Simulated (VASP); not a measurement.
# Ge (Fd-3m) in VASP: relaxation of cell and atoms with r2SCAN

Aim: the relaxation of cell and atoms of Ge with r2SCAN.

All numbers are computed with VASP 6.6.1; they aren't measurements. Logs are shortened: lines on timing, memory, paths and dates and some standing lists are left out, and cuts for length are marked.

**1. The cell of the first run**

It takes space group Fd-3m (No. 227, cubic). The conventional cell has a = 5.673 Å, b = 5.673 Å, c = 5.673 Å, α = 90.00°, β = 90.00°, γ = 90.00°. Ge (site symmetry -43m) has 4 Ge at 2.46 Å within 3.2 Å.

**2. Relaxation of cell and atoms, r2SCAN**

The input, POSCAR:

```
Ge
1.0
    5.6734000000      0.0000000000      0.0000000000
    0.0000000000      5.6734000000      0.0000000000
    0.0000000000      0.0000000000      5.6734000000
Ge
8
Direct
    0.0000000000      0.0000000000      0.0000000000
    0.0000000000      0.5000000000      0.5000000000
    0.5000000000      0.0000000000      0.5000000000
    0.5000000000      0.5000000000      0.0000000000
    0.2500000000      0.2500000000      0.2500000000
    0.2500000000      0.7500000000      0.7500000000
    0.7500000000      0.2500000000      0.7500000000
    0.7500000000      0.7500000000      0.2500000000
```

The input, INCAR.step1:

```
PREC = Accurate ; ENCUT = 600
ISMEAR = 0 ; SIGMA = 0.05
LREAL = False ; LASPH = True
NELM = 100 ; GGA = PE
ALGO = Normal ; EDIFF = 1E-4
LWAVE = True ; LCHARG = False
```

The input, INCAR.step2:

```
PREC = Accurate ; ENCUT = 600
EDIFF = 1E-6 ; ISMEAR = 0
SIGMA = 0.05 ; LREAL = False
LASPH = True ; NELM = 100
ALGO = Normal ; ISIF = 3
LWAVE = False ; LCHARG = False
METAGGA = R2SCAN ; LMIXTAU = True
IBRION = 2 ; NSW = 80
EDIFFG = -0.003 ; ISTART = 1
```

The input, KPOINTS:

```
Automatic mesh
0
Gamma
  4 4 4
```

Potentials or basis: VASP PAW PBE potentials, release 64 (Ge_d).

Launch:

```sh
$ cat potpaw_PBE.64/Ge_d/POTCAR > POTCAR
$ cp INCAR.step1 INCAR
$ mpirun -np 1 vasp_std > vasp.out
$ cp INCAR.step2 INCAR
$ mpirun -np 1 vasp_std > vasp.out
```

OUTCAR:

```text
PREC = Accurate
   ENCUT = 600
   EDIFF = 1E-6
   ISMEAR = 0
   LREAL = False
   LASPH = True
   NELM = 100
   ISIF = 3
   METAGGA = R2SCAN
   IBRION = 2
   NSW = 80
   EDIFFG = -0.003
   ISTART = 1

 ion  position               nearest neighbor table
   1  0.000  0.000  0.000-   5 2.46   6 2.46   7 2.46   8 2.46
   2  0.000  0.500  0.500-   5 2.46   6 2.46   7 2.46   8 2.46
   3  0.500  0.000  0.500-   5 2.46   6 2.46   7 2.46   8 2.46
   4  0.500  0.500  0.000-   5 2.46   6 2.46   7 2.46   8 2.46
   5  0.250  0.250  0.250-   1 2.46   2 2.46   3 2.46   4 2.46
   6  0.250  0.750  0.750-   1 2.46   2 2.46   3 2.46   4 2.46
   7  0.750  0.250  0.750-   1 2.46   2 2.46   3 2.46   4 2.46
   8  0.750  0.750  0.250-   1 2.46   2 2.46   3 2.46   4 2.46

  LATTYP: Found a simple cubic cell.
 ALAT       =     5.6734000000

  Lattice vectors:

 A1 = (   5.6734000000,   0.0000000000,   0.0000000000)
 A2 = (   0.0000000000,   5.6734000000,   0.0000000000)
 A3 = (   0.0000000000,   0.0000000000,   5.6734000000)

Analysis of symmetry for initial positions (statically):
=====================================================================
 Subroutine PRICEL returns following result:

  LATTYP: Found a face centered cubic cell.
 ALAT       =     5.6734000000

  Lattice vectors:

 A1 = (   2.8367000000,  -2.8367000000,   0.0000000000)
 A2 = (   2.8367000000,   0.0000000000,   2.8367000000)
 A3 = (   0.0000000000,  -2.8367000000,   2.8367000000)

   4 primitive cells build up your supercell.

 Routine SETGRP: Setting up the symmetry group for a
 simple cubic supercell.

 Subroutine GETGRP returns: Found 48 space group operations
 (whereof 24 operations were pure point group operations)
 out of a pool of 48 trial point group operations.

The static configuration has the point symmetry T_d .
 The point group associated with its full space group is O_h .

Analysis of symmetry for dynamics (positions and initial velocities):
=====================================================================
 Subroutine PRICEL returns following result:

  LATTYP: Found a face centered cubic cell.
 ALAT       =     5.6734000000

  Lattice vectors:

 A1 = (   2.8367000000,  -2.8367000000,   0.0000000000)
 A2 = (   2.8367000000,   0.0000000000,   2.8367000000)
 A3 = (   0.0000000000,  -2.8367000000,   2.8367000000)

   4 primitive cells build up your supercell.

[... 80 lines left out ...]
   ions per type =               8
   NGX,Y,Z   is equivalent  to a cutoff of  14.07, 14.07, 14.07 a.u.
   NGXF,Y,Z  is equivalent  to a cutoff of  28.13, 28.13, 28.13 a.u.
 SYSTEM =  unknown system
   PREC   = accura    normal or accurate (medium, high low for compatibility)
   ISTART =      1    job   : 0-new  1-cont  2-samecut
   ICHARG =      0    charge: 1-file 2-atom 10-const
   ISPIN  =      1    spin polarized calculation?
   LNONCOLLINEAR =      F non collinear calculations
   LSORBIT =      F    spin-orbit coupling
   LASPH  =      T    aspherical Exc in radial PAW
   ENCUT  =  600.0 eV  44.10 Ry    6.64 a.u.  11.33 11.33 11.33*2*pi/ulx,y,z
   NELM   =    100;   NELMIN=  2; NELMDL=  0     # of ELM steps
   EDIFF  = 0.1E-05   stopping-criterion for ELM
   LREAL  =      F    real-space projection
   EDIFFG = -.3E-02   stopping-criterion for IOM
   NSW    =     80    number of steps for IOM
   IBRION =      2    ionic relax: 0-MD 1-quasi-New 2-CG
   NFREE  =      1    steps in history (QN), initial steepest desc. (CG)
   ISIF   =      3    stress and relaxation
   ISYM   =      2    0-nonsym 1-usesym 2-fastsym
   POTIM  = 0.5000    time-step for ionic-motion
   TEBEG  =    0.0;   TEEND  =   0.0 temperature during run
   PSTRESS=    0.0 pullay stress
   NELECT =     112.0000    total number of electrons
   NUPDOWN=      -1.0000    fix difference up-down
   EMIN   =  10.00;   EMAX   =-10.00  energy-range for DOS
   EFERMI =   0.00;   METHOD = LEGACY
   ISMEAR =     0;   SIGMA  =   0.05  broadening in eV -4-tet -1-fermi 0-gaus
   EFERMI_NEDOS =   21; number of points for ismear=-14 and -15
   IALGO  =     38    algorithm
   IMIX   =      4    mixing-type and parameters
     AMIX     =   0.40;   BMIX     =  1.00
     AMIX_MAG =   1.60;   BMIX_MAG =  1.00
  volume/ion in A,a.u.               =      22.83       154.04
  Fermi-wavevector in a.u.,A,eV,Ry     =   1.390926  2.628469 26.322862  1.934676
  Thomas-Fermi vector in A             =   2.514814
   LORBIT       =      0    0 simple, 1 ext, 2 COOP (PROOUT), +10 PAW based schemes
   METAGGA = R2SCAN    functional components
   LHFCALC =     F    Hartree Fock is set to
   AEXX    =    0.0000 exact exchange contribution
   IVDW    =     0    specifies the selected vdW correction
   LEPSILON=     F    determine dielectric tensor
   LRPA    =     F    only Hartree local field effects (RPA)
 conjugate gradient relaxation of ions
 non-spin polarized calculation
 Gauss-broadening in eV      SIGMA  =   0.05
  energy-cutoff  :      600.00
  volume of cell :      182.61
 maximum number of plane-waves:      6126
 NGX is ok and might be reduce to    48
   NGX = 23   NGY = 23   NGZ = 23

--------------------------------------- Ionic step        1  -------------------------------------------

 number of electron     111.9999847 magnetization

 Free energy of the ion-electron system (eV)
  ---------------------------------------------------
  ext. energy  EPLUGINS =         0.00000000
  ---------------------------------------------------
  free energy    TOTEN  =      -110.94208116 eV

  energy without entropy =     -110.94208112  energy(sigma->0) =     -110.94208114

------------------------ aborting loop because EDIFF is reached ----------------------------------------

  FORCE on cell =-STRESS in cart. coord.  units (eV):
  Direction    XX          YY          ZZ          XY          YZ          ZX
  --------------------------------------------------------------------------------------
  -------------------------------------------------------------------------------------
  Total        0.0931952      0.0931952      0.0931952     -0.0000000     -0.0000000      0.0000000
  in kB        0.8176623      0.8176623      0.8176623     -0.0000000     -0.0000000      0.0000000
  external PRESSURE =       0.8176623 kB  Pullay stress =       0.0000000 kB
[... 71 lines left out ...]
--------------------------------------- Ionic step        3  -------------------------------------------

 number of electron     111.9999847 magnetization

 Free energy of the ion-electron system (eV)
  ---------------------------------------------------
  ext. energy  EPLUGINS =         0.00000000
  ---------------------------------------------------
  free energy    TOTEN  =      -110.94212023 eV

  energy without entropy =     -110.94212017  energy(sigma->0) =     -110.94212020

 E-fermi :   4.8761     XC(G=0): -10.7704

 val. band max:        4.7132611494   @ k =   0.0000   0.0000   0.0000
 cond. band min:       5.0306070480   @ k =   0.0000   0.0000   0.0000
 fundamental gap:      0.3173458987
 Fermi energy:         4.8760716000

 k-point     1 :       0.0000    0.0000    0.0000
  band No.  band energies     occupation
      1     -20.8028      2.00000
      2     -20.8028      2.00000
      3     -20.8028      2.00000
      4     -20.8028      2.00000
      5     -20.8028      2.00000
      6     -20.8028      2.00000
[... 724 lines left out ...]
  FREE ENERGIE OF THE ION-ELECTRON SYSTEM (eV)
  ---------------------------------------------------
  free  energy   TOTEN  =      -110.9421202306 eV

  energy  without entropy=     -110.9421201664  energy(sigma->0) =     -110.94212020

 reached required accuracy - stopping structural energy minimisation
```

OSZICAR.step1:

```text
N       E                     dE             d eps       ncg     rms          rms(c)
DAV:   1     0.146768804423E+04    0.14677E+04   -0.55354E+04  1594   0.502E+03
DAV:   2     0.260262392025E+03   -0.12074E+04   -0.11677E+04  1340   0.121E+03
DAV:   3    -0.761827716331E+01   -0.26788E+03   -0.25724E+03  1356   0.284E+02
DAV:   4    -0.352564786403E+02   -0.27638E+02   -0.26884E+02  1538   0.962E+01
DAV:   5    -0.363320325544E+02   -0.10756E+01   -0.10620E+01  1463   0.208E+01    0.647E+00
DAV:   6    -0.361290139168E+02    0.20302E+00   -0.37573E-01  1591   0.327E+00    0.374E+00
DAV:   7    -0.360090943196E+02    0.11992E+00   -0.20593E-01  1522   0.222E+00    0.275E-01
DAV:   8    -0.360157030444E+02   -0.66087E-02   -0.20233E-02  1513   0.828E-01    0.167E-01
DAV:   9    -0.360179598401E+02   -0.22568E-02   -0.25023E-03  1062   0.156E-01    0.221E-02
DAV:  10    -0.360179797694E+02   -0.19929E-04   -0.84524E-05   940   0.872E-02
   1 F= -.36017980E+02 E0= -.36017331E+02  d E =-.129730E-02
```

Run time: 8.6 min. Hardware: 1 thread of Intel Xeon 6975P-C (Granite Rapids), shared host; peak memory 0.4 GiB.

Results:

```yaml
Free_energy: -110.9421 eV
Relaxed_volume: 22.85 Å³/atom
Relaxed_cell: a = 5.675 Å, b = 5.675 Å, c = 5.675 Å, α = 90.00°, β = 90.00°, γ = 90.00°
Space_group_after_relaxing_to_0.1_Å: Fd-3m (No. 227)
Energy_gained_by_relaxing: 0.0 meV/atom
Ionic_steps: 3
Pressure_after_relaxing: 0.0 GPa
Band_gap_on_the_k_mesh: 0.32 eV
```

Final structure:
```cif
data_structure
_symmetry_space_group_name_H-M 'P 1'
_symmetry_Int_Tables_number 1
_cell_length_a 5.6751
_cell_length_b 5.6751
_cell_length_c 5.6751
_cell_angle_alpha 90.000
_cell_angle_beta 90.000
_cell_angle_gamma 90.000
_cell_volume 182.78
loop_
_atom_site_label
_atom_site_type_symbol
_atom_site_fract_x
_atom_site_fract_y
_atom_site_fract_z
_atom_site_occupancy
Ge1 Ge 0.00000 0.00000 0.00000 1
Ge2 Ge 0.00000 0.50000 0.50000 1
Ge3 Ge 0.50000 0.00000 0.50000 1
Ge4 Ge 0.50000 0.50000 0.00000 1
Ge5 Ge 0.25000 0.25000 0.25000 1
Ge6 Ge 0.25000 0.75000 0.75000 1
Ge7 Ge 0.75000 0.25000 0.75000 1
Ge8 Ge 0.75000 0.75000 0.25000 1
```

Levels at points of the mesh, in eV from the valence-band top:
| k point | band 52 | band 53 | band 54 | band 55 | band 56 | band 57 | band 58 | band 59 | band 60 | band 61 |
| --- | --- | --- | --- | --- | --- | --- | --- | --- | --- | --- |
| (0.00, 0.00, 0.00) | -3.19 | -3.19 | 0.00 | 0.00 | 0.00 | 0.32 | 0.98 | 0.98 | 0.98 | 0.98 |
| (0.50, 0.00, 0.00) | -4.01 | -2.11 | -2.11 | -2.11 | -2.11 | 1.22 | 1.22 | 3.03 | 3.03 | 4.64 |
| (0.50, 0.50, 0.00) | -3.96 | -1.57 | -1.57 | -1.57 | -1.57 | 2.21 | 2.21 | 2.21 | 2.21 | 5.06 |
| (0.50, 0.50, 0.50) | -1.47 | -1.47 | -1.47 | -1.47 | -1.47 | 0.41 | 0.41 | 0.41 | 0.41 | 3.99 |

Caveat: the PAW data sets were made with another functional, which shifts forces and pressure a little.
